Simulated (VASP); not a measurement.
A run of VASP 6.6.1 is set up as follows.

File INCAR:

```
PREC     = Accurate       # precision mode
ENCUT    = 520            # plane-wave cutoff, eV
EDIFF    = 1E-6           # SCF threshold, eV
ISMEAR   = -1             # smearing method
SIGMA    = 0.05           # smearing width, eV
LREAL    = F              # projectors in reciprocal space
LASPH    = T              # aspherical terms in the spheres
NELM     = 100            # most SCF steps
ALGO     = Normal         # electronic algorithm
ISIF     = 2              # what is computed and relaxed
LWAVE    = F              # write WAVECAR
LCHARG   = F              # write CHGCAR
GGA      = RP             # functional
IVDW     = 12             # dispersion correction
NBANDS   = 35             # bands
```

File KPOINTS:

```
regular mesh
0
Gamma
  10 10 3
```

Contents of POSCAR:

```
MoS2
1.0
    3.2107021507      0.0000000000      0.0000000000
   -1.6053510754      2.7805496265      0.0000000000
    0.0000000000      0.0000000000     12.4861764927
Mo S
2 4
Direct
    0.6666666667      0.3333333333      0.7500000000
    0.3333333333      0.6666666667      0.2500000000
    0.6666666667      0.3333333333      0.3770000000
    0.3333333333      0.6666666667      0.8770000000
    0.6666666667      0.3333333333      0.1230000000
    0.3333333333      0.6666666667      0.6230000000
```

Potentials or basis: VASP PAW PBE potentials, release 64 (Mo_sv, S).

Run with:

```bash
$ cat potpaw_PBE.64/Mo_sv/POTCAR potpaw_PBE.64/S/POTCAR > POTCAR
$ mpirun -np 1 vasp_std > vasp.out
```

Q: Predict the largest force.

A: 1.164 eV/Å.

Q: Estimate the pressure.

A: -19.2 GPa.

Q: Predict the dispersion energy per atom.

A: -1.855 eV.

Stress tensor (GPa, compression positive):
```
-21.46   0.00   0.00
  0.00 -21.46   0.00
  0.00   0.00 -14.69
```

Caveat: the PAW data sets were made with another functional, which shifts forces and pressure a little.
